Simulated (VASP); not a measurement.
Write the native input for VASP 6.6.1 that does the following.

| Property | Result |
| --- | --- |
| Task | single point |
| Functional | PBE |
| Potentials or basis | VASP PAW PBE potentials, release 64 (H, Ge_d) |
| Cutoff | 410 eV |
| k mesh | 2 × 2 × 1 |
| Occupations | fermi-dirac, width 0.02 eV |
| Spin | no spin polarisation |
| Dipole correction | no |
| Further INCAR settings | ALGO = Normal; EDIFF = 1e-06; NBANDS = 166; NELMDL = -8 |

The structure of Ge2H lies in POSCAR:

```
Ge2H
1.0
    8.0044490000      0.0000000000      0.0000000000
    0.0000000000      8.0044490000      0.0000000000
    0.0000000000      0.0000000000     19.5975550000
H Ge
10 20
Direct
    0.4080105951      0.0000000000      0.0510267735
    0.0919863441      0.0000000000      0.0510267735
    0.9080075343      0.0000000000      0.0510267735
    0.5919832833      0.0000000000      0.0510267735
    0.4080105951      0.4999969392      0.0510267735
    0.0919863441      0.4999969392      0.0510267735
    0.9080075343      0.4999969392      0.0510267735
    0.5919832833      0.4999969392      0.0510267735
    0.2546583781      0.4691016209      0.4425807199
    0.7985559031      0.4235144730      0.4650325002
    0.2499984696      0.0000000000      0.0966651197
    0.7499954088      0.0000000000      0.0966651197
    0.2499984696      0.4999969392      0.0966651197
    0.7499954088      0.4999969392      0.0966651197
    0.2420403953      0.2515101289      0.1672249421
    0.7392513838      0.2561575444      0.1713632134
    0.2462755400      0.7456353336      0.1667401877
    0.7431742022      0.7523690887      0.1695160442
   -0.0091948865      0.2317586132      0.2410198619
    0.4989225367      0.2765836849      0.2433619908
   -0.0091948865      0.7541056230      0.2367948451
    0.4730619184      0.7473593748      0.2463674678
    0.0126429689     -0.0119558511      0.3122787511
    0.5030702301      0.0249611185      0.3096304616
   -0.0172903844      0.4981229814      0.3066249846
    0.4889530810      0.4976982176      0.3275663724
    0.2548582669      0.0695987944      0.3823283058
    0.7572538722      0.0787811878      0.3844510195
    0.2219015950      0.3989031600      0.3709646433
    0.7476717011      0.3939184321      0.3893291791
```

One way to write it, as run:

INCAR

```
ALGO = Normal
EDIFF = 1E-6
ENCUT = 410
GGA = PE
GGA_COMPAT = False
ISIF = 2
ISMEAR = -1
LASPH = True
LCHARG = False
LREAL = False
LWAVE = False
NBANDS = 166
NELM = 120
NELMDL = -8
PREC = Accurate
SIGMA = 0.02
```

KPOINTS

```
k-points
0
Gamma
  2 2 1
```

Potentials or basis: VASP PAW PBE potentials, release 64 (H, Ge_d).

Launch:

```sh
$ cat potpaw_PBE.64/H/POTCAR potpaw_PBE.64/Ge_d/POTCAR > POTCAR
$ mpirun -np 1 vasp_std > vasp.out
```

It gave:

```
Largest force          : 1.725 eV/Å
Band gap on the k mesh : zero (bands 145 and 146 overlap by 0.20 eV)
```

Caveat: the k points lie up to 0.39 Å⁻¹ apart; the atoms stand as in a frame of molecular dynamics; there is no dipole correction, which matters where the two faces differ.

Wall time 68 min on 1 thread of Intel Xeon 8259CL, on a shared host, peak memory 1 GiB.
